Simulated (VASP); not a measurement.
Input of a VASP 6.6.1 run:

The input INCAR:

```
PREC = Accurate ; ENCUT = 600
EDIFF = 1E-6 ; ISMEAR = 0
SIGMA = 0.1 ; LREAL = False
LASPH = True ; NELM = 60
ALGO = Fast ; ISIF = 3
LWAVE = False ; LCHARG = False
GGA = PS ; IBRION = 2
NSW = 70 ; EDIFFG = -0.008
PSTRESS = 20.0
```

Contents of KPOINTS:

```
Automatic mesh
0
Gamma
  12 12 6
```

POSCAR

```
Ge
1.0
    3.9713948462      0.0000000000      0.0000000000
   -1.9856974231      3.4393288253      0.0000000000
    0.0000000000      0.0000000000      6.5541609155
Ge
4
Direct
    0.6666666667      0.3333333333      0.0629118567
    0.3333333333      0.6666666667      0.5629118567
    0.6666666667      0.3333333333      0.4370881433
    0.3333333333      0.6666666667      0.9370881433
```

Potentials or basis: VASP PAW PBE potentials, release 64 (Ge_d).

Command:

```console
$ cat potpaw_PBE.64/Ge_d/POTCAR > POTCAR
$ mpirun -np 1 vasp_std > vasp.out
```

(1) Predict the relaxed volume.

(2) What does it give for the relaxed cell?

(3) Predict the band gap on the k mesh.

## Answers

(1) 22.15 Å³/atom.

(2) a = 3.958 Å, b = 3.958 Å, c = 6.531 Å, α = 90.00°, β = 90.00°, γ = 120.00°.

(3) zero (bands 28 and 29 overlap by 0.10 eV).

Caveat: the cell is relaxed towards a set pressure, so the run minimises the enthalpy, not the energy; semilocal functionals underestimate gaps, and a narrow one can read as zero; the PAW data sets were made with another functional, which shifts forces and pressure a little.
